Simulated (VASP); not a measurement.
# SnO2 (P1) in VASP: a series of runs, part 2 of 2

VASP 6.6.1. The steps go on from the part before.

**3. Single point, LDA (atoms moved at random and the cell strained at random)**

INCAR reads:

```
SYSTEM = SnO2
PREC = Accurate ; ENCUT = 520
EDIFF = 1E-6 ; ISMEAR = 0
SIGMA = 0.05 ; LREAL = .FALSE.
LASPH = .TRUE. ; NELM = 80
ALGO = Normal ; ISIF = 2
LWAVE = .FALSE. ; LCHARG = .FALSE.
NBANDS = 35
```

KPOINTS reads:

```
Automatic mesh
0
G
  6 6 8
  0 0 0
```

POSCAR reads:

```
SnO2
1.0
    4.7532267285      0.0347743766      0.0714187324
    0.0353450739      4.7642342549      0.1500668651
    0.0483418199      0.0999369584      3.2035739884
Sn O
2 4
Direct
    0.4733951989      0.4807206214      0.5663960029
   -0.0130169444     -0.0482547737     -0.0283004023
    0.3706667068      0.2979910718      0.1062142391
    0.7935800800      0.1641475972      0.2741318816
    0.2247671498      0.8376269929      0.5444273373
    0.6506078088      0.7677684903      0.0371309414
```

Potentials or basis: VASP PAW LDA potentials, release 64 (Sn_d, O).

The run is started by

```console
$ cat potpaw_LDA.64/Sn_d/POTCAR potpaw_LDA.64/O/POTCAR > POTCAR
$ mpirun -np 1 vasp_std > vasp.out
```

OUTCAR:

```text
SYSTEM = SnO2
   PREC = Accurate
   ENCUT = 520
   EDIFF = 1E-6
   ISMEAR = 0
   LREAL = .FALSE.
   LASPH = .TRUE.
   NELM = 80
   ISIF = 2

 ion  position               nearest neighbor table
   1  0.473  0.481  0.566-   3 1.84   3 1.94   5 2.06   6 2.26   6 2.29   4 2.34   2 3.48   2 3.60
                             2 3.66   2 3.69   2 3.69   2 3.74
   2  0.987  0.952  0.972-   4 1.69   6 1.84   5 1.85   5 2.22   3 2.54   4 2.59   1 3.48   1 3.60
                             1 3.66   1 3.69   1 3.69   1 3.74
   3  0.371  0.298  0.106-   1 1.84   1 1.94   2 2.54
   4  0.794  0.164  0.274-   2 1.69   1 2.34   2 2.59
   5  0.225  0.838  0.544-   2 1.85   1 2.06   2 2.22
   6  0.651  0.768  0.037-   2 1.84   1 2.26   1 2.29

  LATTYP: Found a triclinic cell.
 ALAT       =     3.2054969391
 B/A-ratio  =     1.7391752625
 C/A-ratio  =     1.4830431976
 COS(alpha) =     0.0044394218
 COS(beta)  =     0.0303210688
 COS(gamma) =     0.5213443848

  Lattice vectors:

 A1 = (   0.0483418199,   0.0999369584,   3.2035739884)
 A2 = (   0.0129967460,  -4.6642972965,   3.0535071233)
 A3 = (   4.7532267285,   0.0347743766,   0.0714187324)

Analysis of symmetry for initial positions (statically):
=====================================================================
 Subroutine PRICEL returns:
 Original cell was already a primitive cell.

 Routine SETGRP: Setting up the symmetry group for a
 triclinic supercell.

 Subroutine GETGRP returns: Found  1 space group operations
 (whereof  1 operations were pure point group operations)
 out of a pool of  2 trial point group operations.

The static configuration has the point symmetry C_1 .

Analysis of symmetry for dynamics (positions and initial velocities):
=====================================================================
 Subroutine PRICEL returns:
 Original cell was already a primitive cell.

 Routine SETGRP: Setting up the symmetry group for a
 triclinic supercell.

 Subroutine GETGRP returns: Found  1 space group operations
 (whereof  1 operations were pure point group operations)
 out of a pool of  2 trial point group operations.

The dynamic configuration has the point symmetry C_1 .

 Subroutine INISYM returns: Found  1 space group operations
 (whereof  1 operations are pure point group operations),
 and found     1 'primitive' translations

----------------------------------------------------------------------------------------

                                     Primitive cell

  volume of cell :      72.4553

  direct lattice vectors                    reciprocal lattice vectors
     4.753226728  0.034774377  0.071418732     0.210441129 -0.001462640 -0.003129922
     0.035345074  4.764234255  0.150066865    -0.001439024  0.210113772 -0.006532881
     0.048341820  0.099936958  3.203573988    -0.004624051 -0.009809873  0.312527167

  length of vectors
     4.753890430  4.766728162  3.205496939     0.210469486  0.210220234  0.312715279

  position of ions in fractional coordinates (direct lattice)
     0.473395199  0.480720621  0.566396003
     0.986983056  0.951745226  0.971699598
     0.370666707  0.297991072  0.106214239
     0.793580080  0.164147597  0.274131882
     0.224767150  0.837626993  0.544427337
     0.650607809  0.767768490  0.037130941

  ion indices of the primitive-cell ions
   primitive index   ion index
                 1           1
                 2           2
                 3           3
                 4           4
                 5           5
                 6           6

----------------------------------------------------------------------------------------

 KPOINTS: Automatic mesh

Automatic generation of k-mesh.
 Grid dimensions read from file:
 generate k-points for:    6    6    8

 Generating k-lattice:

  Cartesian coordinates                     Fractional coordinates (reciprocal lattice)
     0.035073521 -0.000243773 -0.000521654     0.166666667 -0.000000000 -0.000000000
    -0.000239837  0.035018962 -0.001088813    -0.000000000  0.166666667  0.000000000
    -0.000578006 -0.001226234  0.039065896     0.000000000  0.000000000  0.125000000

  Length of vectors
     0.035078248  0.035036706  0.039089410

  Shift w.r.t. Gamma in fractional coordinates (k-lattice)
     0.000000000  0.000000000  0.000000000

 Subroutine IBZKPT returns following result:
 ===========================================

 Found    148 irreducible k-points:

 Following reciprocal coordinates:
            Coordinates               Weight
  0.000000  0.000000  0.000000      1.000000
  0.166667  0.000000  0.000000      2.000000
  0.333333  0.000000  0.000000      2.000000
  0.500000  0.000000  0.000000      1.000000
 -0.000000  0.166667  0.000000      2.000000
  0.166667  0.166667 -0.000000      2.000000
[... 16 lines left out ...]
  0.333333  0.000000  0.125000      2.000000
  0.500000  0.000000  0.125000      2.000000
 [... further k-points ...]
   k-points           NKPTS =    148   k-points in BZ     NKDIM =    148   number of bands    NBANDS=     35
   number of dos      NEDOS =    301   number of ions     NIONS =      6
   total plane-waves  NPLWV =  31104
   dimension x,y,z NGX =    36 NGY =   36 NGZ =   24
   dimension x,y,z NGXF=    72 NGYF=   72 NGZF=   48
   ions per type =               2   4
   NGX,Y,Z   is equivalent  to a cutoff of  12.59, 12.56, 12.45 a.u.
   NGXF,Y,Z  is equivalent  to a cutoff of  25.18, 25.11, 24.89 a.u.
 SYSTEM =  SnO2
   PREC   = accura    normal or accurate (medium, high low for compatibility)
   ISTART =      0    job   : 0-new  1-cont  2-samecut
   ICHARG =      2    charge: 1-file 2-atom 10-const
   ISPIN  =      1    spin polarized calculation?
   LNONCOLLINEAR =      F non collinear calculations
   LSORBIT =      F    spin-orbit coupling
   LASPH  =      T    aspherical Exc in radial PAW
   ENCUT  =  520.0 eV  38.22 Ry    6.18 a.u.   8.84  8.86  5.96*2*pi/ulx,y,z
   NELM   =     80;   NELMIN=  2; NELMDL= -5     # of ELM steps
   EDIFF  = 0.1E-05   stopping-criterion for ELM
   LREAL  =      F    real-space projection
[... 7 lines left out ...]
   TEBEG  =    0.0;   TEEND  =   0.0 temperature during run
   PSTRESS=    0.0 pullay stress
   NELECT =      52.0000    total number of electrons
   NUPDOWN=      -1.0000    fix difference up-down
   EMIN   =  10.00;   EMAX   =-10.00  energy-range for DOS
   EFERMI =   0.00;   METHOD = LEGACY
   ISMEAR =     0;   SIGMA  =   0.05  broadening in eV -4-tet -1-fermi 0-gaus
   EFERMI_NEDOS =   21; number of points for ismear=-14 and -15
   IALGO  =     38    algorithm
   IMIX   =      4    mixing-type and parameters
     AMIX     =   0.40;   BMIX     =  1.00
     AMIX_MAG =   1.60;   BMIX_MAG =  1.00
  volume/ion in A,a.u.               =      12.08        81.49
  Fermi-wavevector in a.u.,A,eV,Ry     =   1.465725  2.769819 29.230076  2.148350
  Thomas-Fermi vector in A             =   2.581548
   LORBIT       =      0    0 simple, 1 ext, 2 COOP (PROOUT), +10 PAW based schemes
   GGA     = CA    functional components
   LHFCALC =     F    Hartree Fock is set to
   AEXX    =    0.0000 exact exchange contribution
   IVDW    =     0    specifies the selected vdW correction
   LEPSILON=     F    determine dielectric tensor
   LRPA    =     F    only Hartree local field effects (RPA)
 non-spin polarized calculation
 Gauss-broadening in eV      SIGMA  =   0.05
  energy-cutoff  :      520.00
  volume of cell :       72.46
 maximum number of plane-waves:      1971
   NGX = 17   NGY = 17   NGZ = 11

 number of electron      51.9999992 magnetization

 Free energy of the ion-electron system (eV)
  ---------------------------------------------------
  ext. energy  EPLUGINS =         0.00000000
  ---------------------------------------------------
  free energy    TOTEN  =       -36.25056591 eV

  energy without entropy =      -36.25042095  energy(sigma->0) =      -36.25049343

 E-fermi :   6.8112     XC(G=0): -11.6925

 val. band max:        6.7524974653   @ k =   0.0000   0.0000   0.0000
 cond. band min:       6.8472705863   @ k =   0.0000   0.0000   0.0000
 fundamental gap:      0.0947731210
 Fermi energy:         6.8111882069

 k-point     1 :       0.0000    0.0000    0.0000
  band No.  band energies     occupation
      1     -15.7698      2.00000
      2     -15.3996      2.00000
      3     -14.6158      2.00000
      4     -14.5030      2.00000
      5     -14.4713      2.00000
      6     -14.3332      2.00000
[... 901 lines left out ...]
     34      18.0599      0.00000
     35      18.8185      0.00000

 [... further k-points ...]
[... 5 lines left out ...]
  --------------------------------------------------------------------------------------
  -------------------------------------------------------------------------------------
  Total       17.4949572     12.1690618      8.2868047     -2.1547520      6.8203668     -4.9940333
  in kB      386.8594197    269.0898957    183.2430017    -47.6472211    150.8162099   -110.4311842
  external PRESSURE =     279.7307724 kB  Pullay stress =       0.0000000 kB

 VOLUME and BASIS-vectors are now :
 -----------------------------------------------------------------------------
  energy-cutoff  :      520.00
  volume of cell :       72.46
      direct lattice vectors                 reciprocal lattice vectors
     4.753226728  0.034774377  0.071418732     0.210441129 -0.001462640 -0.003129922
     0.035345074  4.764234255  0.150066865    -0.001439024  0.210113772 -0.006532881
     0.048341820  0.099936958  3.203573988    -0.004624051 -0.009809873  0.312527167

 POSITION                                       TOTAL-FORCE (eV/Angst)
 -----------------------------------------------------------------------------------
      2.29453      2.36333      1.92044         3.538093      2.954256      1.310435
      4.77197      4.66577      3.32623         6.191160     -1.758385     -3.052790
      1.77753      1.44320      0.41146        -4.414974     -1.612952     -3.418313
      3.79112      0.83703      0.95951        -2.297842      7.586718      8.395476
      1.12429      4.05288      1.88587         0.413021     -1.637646     -2.222675
      3.12142      3.68416      0.28063        -3.429457     -5.531991     -1.012131
 -----------------------------------------------------------------------------------
    total drift:                               -0.000764      0.001554      0.000847

  FREE ENERGIE OF THE ION-ELECTRON SYSTEM (eV)
  ---------------------------------------------------
  free  energy   TOTEN  =       -36.2505659104 eV

  energy  without entropy=      -36.2504209536  energy(sigma->0) =      -36.25049343
```

Run time: 4.8 min. Hardware: 1 thread of Intel Xeon Platinum 8488C (Sapphire Rapids), shared host; peak memory 0.36 GiB.

What came out:

- Free energy: -36.2506 eV
- Pressure: 28.0 GPa
- Largest force: 11.547 eV/Å
- Band gap on the k mesh: 0.09 eV, direct

Forces on the atoms (eV/Å):
```
Sn   3.538  2.954  1.310
Sn   6.191 -1.758 -3.053
O   -4.415 -1.613 -3.418
O   -2.298  7.587  8.395
O    0.413 -1.638 -2.223
O   -3.429 -5.532 -1.012
```

Stress tensor (GPa, compression positive):
```
 38.69  -4.76 -11.04
 -4.76  26.91  15.08
-11.04  15.08  18.32
```

Caveat: the cell differs from its parent crystal (atoms moved at random and the cell strained at random); spin-orbit coupling is left out, which moves the levels of the heavy elements; forces of over 1 eV/Å act on the atoms, so gaps and moduli don't describe the material at rest.
